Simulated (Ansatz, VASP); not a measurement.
**La: VASP beside Ansatz**

Contents of INCAR:

```
SYSTEM = La
ALGO     = Fast           ! electronic algorithm
EDIFF    = 1E-6           ! SCF threshold, eV
ENCUT    = 520            ! plane-wave cutoff, eV
GGA      = PS             ! functional
ISIF     = 2              ! what is computed and relaxed
ISMEAR   = 0              ! smearing method
LASPH    = .True.         ! aspherical terms in the spheres
LCHARG   = .False.        ! write CHGCAR
LREAL    = .False.        ! projectors in reciprocal space
LWAVE    = .False.        ! write WAVECAR
NBANDS   = 30             ! bands
NELM     = 100            ! most SCF steps
PREC     = Accurate       ! precision mode
SIGMA    = 0.15           ! smearing width, eV
```

File KPOINTS:

```
k-points
0
Gamma
  12 12 4
  0 0 0
```

Contents of POSCAR:

```
La
1.0
    3.5514000000      0.0000000000      0.0000000000
   -1.7757000000      3.0756026190      0.0000000000
    0.0000000000      0.0000000000     13.1161000000
La
4
Direct
    0.0000000000      0.0000000000      0.0000000000
    0.0000000000      0.0000000000      0.5000000000
    0.3333333333      0.6666666667      0.2500000000
    0.6666666667      0.3333333333      0.7500000000
```

Input for Ansatz:

```yaml
crystal:
  lattice:
    - [3.5514, 0.0, 0.0]
    - [-1.7757, 3.075602619, 0.0]
    - [0.0, 0.0, 13.1161]
  atoms:
    - { symbol: La, position: [0.0, 0.0, 0.0] }
    - { symbol: La, position: [0.0, 0.0, 0.5] }
    - { symbol: La, position: [0.3333333333, 0.6666666667, 0.25] }
    - { symbol: La, position: [0.6666666667, 0.3333333333, 0.75] }
basis:
  ecutwfc: 420
kpoints:
  mp_grid: { grid: [12, 12, 4] }
hamiltonian:
  xc: pbesol
scf:
  occupations: { method: gaussian, width: 0.15 }
output:
  forces: true
  stress: true
  eigenvalues: true
```

Alike in both runs: task single point; functional PBEsol; k mesh 12 × 12 × 4; occupations gaussian, width 0.15 eV; no spin polarisation.

|  | VASP | Ansatz |
| --- | --- | --- |
| version | VASP 6.6.1 | Ansatz 0.2.0 |
| potentials or method | VASP PAW PBE potentials, release 64 (La), cutoff 520 eV | scalar-relativistic, plane waves, PAW |
| valence electrons in the cell | 44 | 44 |

```tsv
	VASP	Ansatz	Ansatz less VASP
gap on the k mesh at the Fermi level (eV)	none	none	-
pressure (GPa)	-1.0	-1.0	-0.06
traceless stress, the component that is largest in VASP (GPa)	-3.56	-3.53	+0.031
```

VASP's potentials were made for PBE, not for PBEsol. A gap of «none» marks a metal or a gap that the smearing closes. The functional is the same, so the differences come from potentials, cutoffs and numerics.

Neither program's run includes spin-orbit coupling.
